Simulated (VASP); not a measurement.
# SnTe (I4mm) in VASP: notebook, part 2 of 2

VASP 6.6.1. The steps go on from the part before.

### 4 Single point, PBE (atoms displaced along a vibrational mode, the cell strained)

INCAR reads:

```
PREC = Accurate ; ENCUT = 520
EDIFF = 1E-6 ; ISMEAR = 0
SIGMA = 0.03 ; LREAL = False
LASPH = True ; NELM = 80
ALGO = Normal ; ISIF = 2
LWAVE = False ; LCHARG = False
GGA = PE ; NBANDS = 17
```

KPOINTS reads:

```
Automatic mesh
0
Gamma
  10 10 10
```

POSCAR reads:

```
SnTe
1.0
    0.0000000000      3.2863243794      3.2863243794
    3.2863243794      0.0000000000      3.2863243794
    3.2863243794      3.2863243794      0.0000000000
Sn Te
1 1
Direct
    0.0028694672     -0.0028694672     -0.0028694672
    0.4973304510      0.5026695490      0.5026695490
```

On the command line:

```bash
cat potpaw_PBE.64/Sn_d/POTCAR potpaw_PBE.64/Te/POTCAR > POTCAR
mpirun -np 1 vasp_std > vasp.out
```

It took 3.3 min on 1 thread of Intel Xeon 8259CL, shared host; peak memory 0.29 GiB.

It converged, with:

```yaml
Free_energy: -7.5216 eV
Pressure: -2.6 GPa
Largest_force: 0.031 eV/Å
Band_gap_on_the_k_mesh: 0.26 eV
```

Forces on the atoms (eV/Å):
```
Sn  -0.031  0.000  0.000
Te   0.031  0.000  0.000
```

Levels at points of the mesh, in eV from the valence-band top:
```
           k point  band 6  band 7  band 8  band 9  band 10  band 11  band 12  band 13  band 14  band 15
(0.00, 0.00, 0.00)  -11.77   -4.97   -1.65   -1.65    -1.65     3.23     3.23     3.24     5.13     5.14
(0.50, 0.00, 0.00)  -10.79   -7.56   -1.35   -1.34     0.00     0.26     0.70     0.71     7.66     8.51
(0.50, 0.50, 0.00)  -10.59   -6.23   -4.56   -2.99    -2.99     2.81     4.50     4.50     5.65     8.85
(0.00, 0.50, 0.50)  -10.59   -6.23   -4.55   -2.99    -2.99     2.82     4.49     4.49     5.65     8.85
```

Caveat: the cell differs from its parent crystal (atoms displaced along a vibrational mode, the cell strained); semilocal functionals underestimate gaps, and a narrow one can read as zero; spin-orbit coupling is left out, which moves the levels of the heavy elements. A k mesh can miss the band edges.

### 5 Single point, PBE (atoms displaced along a vibrational mode, the cell strained)

INCAR reads:

```
PREC = Accurate
ENCUT = 520
EDIFF = 1E-7
ISMEAR = 0
SIGMA = 0.03
LREAL = False
LASPH = True
NELM = 80
ALGO = Normal
ISIF = 2
LWAVE = False
LCHARG = False
GGA = PE
NBANDS = 17
```

KPOINTS reads:

```
regular mesh
0
Gamma
  10 10 10
```

POSCAR reads:

```
SnTe
1.0
    0.0000000000      3.2863243794      3.2863243794
    3.2863243794      0.0000000000      3.2863243794
    3.2863243794      3.2863243794      0.0000000000
Sn Te
1 1
Direct
    0.0086084016     -0.0086084016     -0.0086084016
    0.4919913530      0.5080086470      0.5080086470
```

On the command line:

```bash
cat potpaw_PBE.64/Sn_d/POTCAR potpaw_PBE.64/Te/POTCAR > POTCAR
mpirun -np 1 vasp_std > vasp.out
```

It took 3.9 min on 1 thread of Intel Xeon 8259CL, shared host; peak memory 0.29 GiB.

It converged, with:

```yaml
Free_energy: -7.5255 eV
Pressure: -2.5 GPa
Largest_force: 0.070 eV/Å
Band_gap_on_the_k_mesh: 0.36 eV
```

Forces on the atoms (eV/Å):
```
Sn  -0.070  0.000  0.000
Te   0.070  0.000  0.000
```

Stress tensor (GPa, compression positive):
```
-2.36  0.00  0.00
 0.00 -2.57  0.00
 0.00  0.00 -2.57
```

Levels at points of the mesh, in eV from the valence-band top:
```tsv
k point	band 8	band 9	band 10	band 11	band 12	band 13
(0.00, 0.00, 0.00)	-1.63	-1.59	-1.59	3.23	3.23	3.31
(0.50, 0.00, 0.00)	-1.35	-1.30	0.00	0.36	0.76	0.82
(0.50, 0.50, 0.00)	-4.51	-2.95	-2.94	2.78	4.57	4.62
(0.00, 0.50, 0.50)	-4.45	-2.95	-2.95	2.87	4.55	4.55
```

Caveat: the cell differs from its parent crystal (atoms displaced along a vibrational mode, the cell strained); semilocal functionals underestimate gaps, and a narrow one can read as zero; spin-orbit coupling is left out, which moves the levels of the heavy elements. A k mesh can miss the band edges.

### 6 Single point, PBE (atoms displaced along a vibrational mode, the cell strained)

INCAR reads:

```
SYSTEM = SnTe
PREC = Accurate
ENCUT = 520
EDIFF = 1E-6
ISMEAR = 0
SIGMA = 0.03
LREAL = .False.
LASPH = .True.
NELM = 60
ALGO = Normal
ISIF = 2
LWAVE = .False.
LCHARG = .False.
GGA = PE
NBANDS = 17
```

KPOINTS reads:

```
Automatic mesh
0
Gamma
  10 10 10
  0 0 0
```

POSCAR reads:

```
SnTe
1.0
    0.0000000000      3.2863243794      3.2863243794
    3.2863243794      0.0000000000      3.2863243794
    3.2863243794      3.2863243794      0.0000000000
Sn Te
1 1
Direct
    0.0057389344     -0.0057389344     -0.0057389344
    0.4946609020      0.5053390980      0.5053390980
```

Potentials or basis: VASP PAW PBE potentials, release 64 (Sn_d, Te).

On the command line:

```bash
cat potpaw_PBE.64/Sn_d/POTCAR potpaw_PBE.64/Te/POTCAR > POTCAR
mpirun -np 1 vasp_std > vasp.out
```

It took 3 min on 1 thread of Intel Xeon 8259CL, shared host; peak memory 0.29 GiB.

The run converged. Its results:

```
Free energy            : -7.5231 eV
Pressure               : -2.6 GPa
Largest force          : 0.055 eV/Å
Band gap on the k mesh : 0.30 eV
```

Forces on the atoms (eV/Å):
```
Sn  -0.055  0.000  0.000
Te   0.055  0.000  0.000
```

Stress tensor (GPa, compression positive):
```
-2.52  0.00  0.00
 0.00 -2.61  0.00
 0.00  0.00 -2.61
```

Levels at points of the mesh, in eV from the valence-band top:
| k point | band 8 | band 9 | band 10 | band 11 | band 12 | band 13 |
| --- | --- | --- | --- | --- | --- | --- |
| (0.00, 0.00, 0.00) | -1.64 | -1.62 | -1.62 | 3.23 | 3.23 | 3.27 |
| (0.50, 0.00, 0.00) | -1.34 | -1.32 | 0.00 | 0.30 | 0.73 | 0.75 |
| (0.50, 0.50, 0.00) | -4.54 | -2.97 | -2.97 | 2.80 | 4.53 | 4.55 |
| (0.00, 0.50, 0.50) | -4.51 | -2.97 | -2.97 | 2.84 | 4.51 | 4.51 |

Caveat: the cell differs from its parent crystal (atoms displaced along a vibrational mode, the cell strained); semilocal functionals underestimate gaps, and a narrow one can read as zero; spin-orbit coupling is left out, which moves the levels of the heavy elements. A k mesh can miss the band edges.

### 7 Summary

```tsv
cell	gap on the mesh (eV)	pressure (GPa)	largest force (eV/Å)
a = 4.534 Å, angles 60.0°, 2 atoms, atomic positions A	0.27	0.0	-
a = 4.534 Å, angles 60.0°, 2 atoms, atomic positions B	0.10	0.0	0.01
a = 4.648 Å, angles 60.0°, 2 atoms, atomic positions B	0.26	-2.6	0.03
a = 4.648 Å, angles 60.0°, 2 atoms, atomic positions A	0.36	-2.5	0.07
a = 4.648 Å, angles 60.0°, 2 atoms, atomic positions C	0.30	-2.6	0.06
```

Alike in all rows: task single point; level PBE; potentials or basis VASP PAW PBE potentials, release 64 (Sn_d, Te); no spin polarisation; k mesh 10 × 10 × 10; cutoff (eV) 520; smearing gaussian 0.03 eV.

Caveats: semilocal functionals underestimate gaps, and a narrow one can read as zero; spin-orbit coupling is left out, which moves the levels of the heavy elements.

Total energies depend on the potentials used, so only differences within one code and one set of settings carry meaning.
